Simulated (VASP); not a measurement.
Crystal: Sn.

```
CELL_PARAMETERS angstrom
3.11550 0.00000 0.00000
0.00000 3.11550 0.00000
0.00000 0.00000 3.11550
ATOMIC_POSITIONS crystal
Sn 0.00000 0.00000 0.00000
```

```yaml
Program: VASP 6.6.1
Task: relaxation of cell and atoms
Functional: PBE
Potentials_or_basis: VASP PAW PBE potentials, release 64 (Sn_d)
Cutoff: 600 eV
k_mesh: 13 × 13 × 13
Occupations: fermi-dirac, width 0.05 eV
Spin: no spin polarisation
```

At the start: pressure -1.2 GPa; volume 30.24 Å³/atom.

Problem. Where does the relaxation end?

Solution. Over 3 steps the energy falls by 2.9 meV/atom and the volume is 29.44 Å³/atom (-2.6 %); space group Pm-3m (No. 221, to 0.05 Å).

Step by step:
```tsv
step	energy change (eV)	largest force (eV/Å)	pressure (GPa)	volume (Å³)
1	0.0000	0.0000	-1.16	30.24
2	-0.0028	0.0000	0.24	29.29
3	-0.0029	0.0000	0.02	29.44
```

Final structure:
```xyz
1
Lattice="3.0879 0.0000 0.0000 0.0000 3.0879 0.0000 0.0000 0.0000 3.0879" Properties=species:S:1:pos:R:3 pbc="T T T"
Sn    0.0000    0.0000    0.0000
```
